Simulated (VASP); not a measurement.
# Tl3ICl2 (I4/mmm) in VASP: single point with PBE

Aim: the single point of Tl3ICl2 with PBE.

Program: VASP 6.6.1. These are calculated values, not measurements. Logs are shortened: lines on timing, memory, paths and dates and some standing lists are left out, and cuts for length are marked.

### 1 The cell of the first run

The structure is tetragonal, space group I4/mmm (No. 139). The conventional cell has a = 6.110 Å, b = 6.110 Å, c = 13.227 Å, α = 90.00°, β = 90.00°, γ = 90.00°. Tl (site symmetry 4mm) has 4 Cl at 3.06 Å and 1 I at 3.19 Å and 1 Tl at 3.42 Å within 4.0 Å. Within 4.6 Å of Tl (site symmetry 4/mmm) lie 2 Tl at 3.42 Å and 4 I at 4.32 Å and 8 Cl at 4.50 Å. I (site symmetry 4/mmm) has 6 Tl at 3.19 to 4.32 Å and 8 Cl at 4.50 Å within 4.6 Å. Cl (site symmetry -4m2) has 4 Tl at 3.06 Å within 4.0 Å.

The cell was generated, and may not be a known phase.

### 2 Single point, PBE

Input file INCAR:

```
PREC = Accurate
ENCUT = 500
EDIFF = 1E-6
ISMEAR = 0
SIGMA = 0.15
LREAL = False
LASPH = True
NELM = 120
ALGO = Normal
ISIF = 2
LWAVE = False
LCHARG = False
GGA = PE
NBANDS = 39
GGA_COMPAT = False
```

Input file KPOINTS:

```
regular mesh
0
Gamma
  3 3 3
```

Input file POSCAR:

```
Tl3ICl2
1.0
   -3.0550794059      3.0550794059      6.6135599848
    3.0550794059     -3.0550794059      6.6135599848
    3.0550794059      3.0550794059     -6.6135599848
Tl I Cl
3 1 2
Direct
    0.7587292573      0.7587292573      0.0000000000
    0.2412707427      0.2412707427      0.0000000000
    0.5000000000      0.5000000000      0.0000000000
    0.0000000000      0.0000000000      0.0000000000
    0.2500000000      0.7500000000      0.5000000000
    0.7500000000      0.2500000000      0.5000000000
```

Potentials or basis: VASP PAW PBE potentials, release 64 (Tl_d, I, Cl).

Command:

```sh
> cat potpaw_PBE.64/Tl_d/POTCAR potpaw_PBE.64/I/POTCAR potpaw_PBE.64/Cl/POTCAR > POTCAR
> mpirun -np 1 vasp_std > vasp.out
```

OUTCAR:

```text
PREC = Accurate
   ENCUT = 500
   EDIFF = 1E-6
   ISMEAR = 0
   LREAL = False
   LASPH = True
   NELM = 120
   ISIF = 2
   GGA = PE

 ion  position               nearest neighbor table
   1  0.759  0.759  0.000-   5 3.06   6 3.06   6 3.06   5 3.06   4 3.19   3 3.42
   2  0.241  0.241  0.000-   6 3.06   5 3.06   5 3.06   6 3.06   4 3.19   3 3.42
   3  0.500  0.500  0.000-   1 3.42   2 3.42
   4  0.000  0.000  0.000-   1 3.19   2 3.19
   5  0.250  0.750  0.500-   1 3.06   2 3.06   1 3.06   2 3.06
   6  0.750  0.250  0.500-   1 3.06   2 3.06   1 3.06   2 3.06

  LATTYP: Found a body centered tetragonal cell.
 ALAT       =     6.1101588118
 C/A-ratio  =     2.1647751518

  Lattice vectors:

 A1 = (  -3.0550794059,   3.0550794059,   6.6135599848)
 A2 = (   3.0550794059,  -3.0550794059,   6.6135599848)
 A3 = (   3.0550794059,   3.0550794059,  -6.6135599848)

Analysis of symmetry for initial positions (statically):
=====================================================================
 Subroutine PRICEL returns:
 Original cell was already a primitive cell.

 Routine SETGRP: Setting up the symmetry group for a
 body centered tetragonal supercell.

 Subroutine GETGRP returns: Found 16 space group operations
 (whereof 16 operations were pure point group operations)
 out of a pool of 16 trial point group operations.

The static configuration has the point symmetry D_4h.

Analysis of symmetry for dynamics (positions and initial velocities):
=====================================================================
 Subroutine PRICEL returns:
 Original cell was already a primitive cell.

 Routine SETGRP: Setting up the symmetry group for a
 body centered tetragonal supercell.

 Subroutine GETGRP returns: Found 16 space group operations
 (whereof 16 operations were pure point group operations)
 out of a pool of 16 trial point group operations.

The dynamic configuration has the point symmetry D_4h.

 Subroutine INISYM returns: Found 16 space group operations
 (whereof 16 operations are pure point group operations),
 and found     1 'primitive' translations

----------------------------------------------------------------------------------------

                                     Primitive cell

  volume of cell :     246.9109

  direct lattice vectors                    reciprocal lattice vectors
    -3.055079406  3.055079406  6.613559985     0.000000000  0.163661867  0.075602248
     3.055079406 -3.055079406  6.613559985     0.163661867  0.000000000  0.075602248
     3.055079406  3.055079406 -6.613559985     0.163661867  0.163661867  0.000000000

  length of vectors
     7.899759238  7.899759238  7.899759238     0.180280078  0.180280078  0.231452832

  position of ions in fractional coordinates (direct lattice)
     0.758729257  0.758729257  0.000000000
     0.241270743  0.241270743  0.000000000
     0.500000000  0.500000000  0.000000000
     0.000000000  0.000000000  0.000000000
     0.250000000  0.750000000  0.500000000
     0.750000000  0.250000000  0.500000000

  ion indices of the primitive-cell ions
   primitive index   ion index
                 1           1
                 2           2
                 3           3
                 4           4
                 5           5
                 6           6

----------------------------------------------------------------------------------------

 KPOINTS: regular mesh

Automatic generation of k-mesh.
 Grid dimensions read from file:
 generate k-points for:    3    3    3

 Generating k-lattice:

  Cartesian coordinates                     Fractional coordinates (reciprocal lattice)
     0.000000000  0.054553956  0.025200749     0.333333333  0.000000000 -0.000000000
     0.054553956  0.000000000  0.025200749     0.000000000  0.333333333 -0.000000000
     0.054553956  0.054553956  0.000000000     0.000000000  0.000000000  0.333333333

  Length of vectors
     0.060093359  0.060093359  0.077150944

  Shift w.r.t. Gamma in fractional coordinates (k-lattice)
     0.000000000  0.000000000  0.000000000

 Subroutine IBZKPT returns following result:
 ===========================================

 Found      6 irreducible k-points:

 Following reciprocal coordinates:
            Coordinates               Weight
  0.000000  0.000000  0.000000      1.000000
  0.333333  0.000000 -0.000000      8.000000
  0.333333  0.333333 -0.000000      8.000000
 -0.333333  0.333333  0.000000      4.000000
 -0.333333  0.333333  0.333333      4.000000
 -0.333333 -0.333333  0.333333      2.000000
   k-points           NKPTS =      6   k-points in BZ     NKDIM =      6   number of bands    NBANDS=     39
   number of dos      NEDOS =    301   number of ions     NIONS =      6
   total plane-waves  NPLWV = 216000
   dimension x,y,z NGX =    60 NGY =   60 NGZ =   60
   dimension x,y,z NGXF=   120 NGYF=  120 NGZF=  120
   ions per type =               3   1   2
   NGX,Y,Z   is equivalent  to a cutoff of  12.63, 12.63, 12.63 a.u.
   NGXF,Y,Z  is equivalent  to a cutoff of  25.25, 25.25, 25.25 a.u.
 SYSTEM =  unknown system
   PREC   = accura    normal or accurate (medium, high low for compatibility)
   ISTART =      0    job   : 0-new  1-cont  2-samecut
   ICHARG =      2    charge: 1-file 2-atom 10-const
   ISPIN  =      1    spin polarized calculation?
   LNONCOLLINEAR =      F non collinear calculations
   LSORBIT =      F    spin-orbit coupling
   LASPH  =      T    aspherical Exc in radial PAW
   ENCUT  =  500.0 eV  36.75 Ry    6.06 a.u.  14.40 14.40 14.40*2*pi/ulx,y,z
   NELM   =    120;   NELMIN=  2; NELMDL= -5     # of ELM steps
   EDIFF  = 0.1E-05   stopping-criterion for ELM
   LREAL  =      F    real-space projection
   EDIFFG = 0.1E-04   stopping-criterion for IOM
   NSW    =      0    number of steps for IOM
   IBRION =     -1    ionic relax: 0-MD 1-quasi-New 2-CG
   NFREE  =      0    steps in history (QN), initial steepest desc. (CG)
   ISIF   =      2    stress and relaxation
   ISYM   =      2    0-nonsym 1-usesym 2-fastsym
   POTIM  = 0.5000    time-step for ionic-motion
   TEBEG  =    0.0;   TEEND  =   0.0 temperature during run
   PSTRESS=    0.0 pullay stress
   NELECT =      60.0000    total number of electrons
   NUPDOWN=      -1.0000    fix difference up-down
   EMIN   =  10.00;   EMAX   =-10.00  energy-range for DOS
   EFERMI =   0.00;   METHOD = LEGACY
   ISMEAR =     0;   SIGMA  =   0.15  broadening in eV -4-tet -1-fermi 0-gaus
   EFERMI_NEDOS =   21; number of points for ismear=-14 and -15
   IALGO  =     38    algorithm
   IMIX   =      4    mixing-type and parameters
     AMIX     =   0.40;   BMIX     =  1.00
     AMIX_MAG =   1.60;   BMIX_MAG =  1.00
  volume/ion in A,a.u.               =      41.15       277.71
  Fermi-wavevector in a.u.,A,eV,Ry     =   1.021594  1.930533 14.199789  1.043655
  Thomas-Fermi vector in A             =   2.155228
   LORBIT       =      0    0 simple, 1 ext, 2 COOP (PROOUT), +10 PAW based schemes
   GGA     = PE    functional components
   LHFCALC =     F    Hartree Fock is set to
   AEXX    =    0.0000 exact exchange contribution
   IVDW    =     0    specifies the selected vdW correction
   LEPSILON=     F    determine dielectric tensor
   LRPA    =     F    only Hartree local field effects (RPA)
 non-spin polarized calculation
 Gauss-broadening in eV      SIGMA  =   0.15
  energy-cutoff  :      500.00
  volume of cell :      246.91
 maximum number of plane-waves:      6297
 NGX is ok and might be reduce to    60
   NGX = 29   NGY = 29   NGZ = 29

 number of electron      59.9999992 magnetization

 Free energy of the ion-electron system (eV)
  ---------------------------------------------------
  ext. energy  EPLUGINS =         0.00000000
  ---------------------------------------------------
  free energy    TOTEN  =       -16.24065793 eV

  energy without entropy =      -16.24065793  energy(sigma->0) =      -16.24065793

 E-fermi :   1.8154     XC(G=0):  -7.5239

 val. band max:        1.0916629709   @ k =   0.3333   0.3333  -0.0000
 cond. band min:       2.9954315006   @ k =   0.3333   0.3333  -0.0000
 fundamental gap:      1.9037685297
 Fermi energy:         1.8154054383

 k-point     1 :       0.0000    0.0000    0.0000
  band No.  band energies     occupation
      1     -12.5544      2.00000
      2     -12.4337      2.00000
      3     -10.2950      2.00000
      4     -10.2596      2.00000
      5     -10.2573      2.00000
      6     -10.2527      2.00000
[... 31 lines left out ...]
     38       7.4381      0.00000
     39       7.9794      0.00000

 k-point     2 :       0.3333    0.0000   -0.0000
  band No.  band energies     occupation
      1     -12.4915      2.00000
      2     -12.4302      2.00000
      3     -10.2950      2.00000
      4     -10.2589      2.00000
      5     -10.2578      2.00000
      6     -10.2528      2.00000
[... 31 lines left out ...]
     38       7.3509      0.00000
     39       8.0081      0.00000

 k-point     3 :       0.3333    0.3333   -0.0000
  band No.  band energies     occupation
      1     -12.4422      2.00000
      2     -12.4114      2.00000
      3     -10.3108      2.00000
      4     -10.2788      2.00000
      5     -10.2582      2.00000
      6     -10.2530      2.00000
[... 31 lines left out ...]
     38       6.7978      0.00000
     39       7.9807      0.00000

 k-point     4 :      -0.3333    0.3333    0.0000
  band No.  band energies     occupation
      1     -12.4428      2.00000
      2     -12.4112      2.00000
      3     -10.3124      2.00000
      4     -10.2777      2.00000
      5     -10.2583      2.00000
      6     -10.2532      2.00000
[... 31 lines left out ...]
     38       7.0030      0.00000
     39       8.3695      0.00000

 k-point     5 :      -0.3333    0.3333    0.3333
  band No.  band energies     occupation
      1     -12.4902      2.00000
      2     -12.4305      2.00000
      3     -10.3240      2.00000
      4     -10.2588      2.00000
      5     -10.2577      2.00000
      6     -10.2529      2.00000
[... 31 lines left out ...]
     38       7.3905      0.00000
     39       7.8577      0.00000

 k-point     6 :      -0.3333   -0.3333    0.3333
  band No.  band energies     occupation
      1     -12.5523      2.00000
      2     -12.4340      2.00000
      3     -10.3235      2.00000
      4     -10.2594      2.00000
      5     -10.2572      2.00000
      6     -10.2529      2.00000
[... 31 lines left out ...]
     38       7.3490      0.00000
     39       7.9116      0.00000

------------------------ aborting loop because EDIFF is reached ----------------------------------------

  FORCE on cell =-STRESS in cart. coord.  units (eV):
  Direction    XX          YY          ZZ          XY          YZ          ZX
  --------------------------------------------------------------------------------------
  -------------------------------------------------------------------------------------
  Total        0.1994125      0.1994125      0.4950325      0.0000000     -0.0000000      0.0000000
  in kB        1.2939654      1.2939654      3.2122103      0.0000000     -0.0000000      0.0000000
  external PRESSURE =       1.9333804 kB  Pullay stress =       0.0000000 kB

 VOLUME and BASIS-vectors are now :
 -----------------------------------------------------------------------------
  energy-cutoff  :      500.00
  volume of cell :      246.91
      direct lattice vectors                 reciprocal lattice vectors
    -3.055079406  3.055079406  6.613559985     0.000000000  0.163661867  0.075602248
     3.055079406 -3.055079406  6.613559985     0.163661867  0.000000000  0.075602248
     3.055079406  3.055079406 -6.613559985     0.163661867  0.163661867  0.000000000

 POSITION                                       TOTAL-FORCE (eV/Angst)
 -----------------------------------------------------------------------------------
      0.00000      0.00000     10.03580        -0.000000     -0.000000      0.014473
      0.00000      0.00000      3.19132         0.000000      0.000000     -0.014473
      0.00000      0.00000      6.61356        -0.000000     -0.000000     -0.000000
      0.00000      0.00000      0.00000        -0.000000     -0.000000     -0.000000
      3.05508     -0.00000      3.30678        -0.000000     -0.000000     -0.000000
     -0.00000      3.05508      3.30678        -0.000000     -0.000000      0.000000
 -----------------------------------------------------------------------------------
    total drift:                               -0.000000     -0.000000     -0.000000

  FREE ENERGIE OF THE ION-ELECTRON SYSTEM (eV)
  ---------------------------------------------------
  free  energy   TOTEN  =       -16.2406579297 eV

  energy  without entropy=      -16.2406579297  energy(sigma->0) =      -16.24065793
```

It took 3.2 min on 1 thread of Intel Xeon 8259CL, shared host; peak memory 0.46 GiB.

Results:

* Free energy: -16.2407 eV
* Pressure: 0.2 GPa
* Largest force: 0.014 eV/Å
* Band gap on the k mesh: 1.90 eV

Forces in eV/Å, atoms in the order of the input:
```
Tl   0.000  0.000  0.014
Tl   0.000  0.000 -0.014
Tl   0.000  0.000  0.000
I    0.000  0.000  0.000
Cl   0.000  0.000  0.000
Cl   0.000  0.000  0.000
```

Caveat: spin-orbit coupling is left out, which moves the levels of the heavy elements.
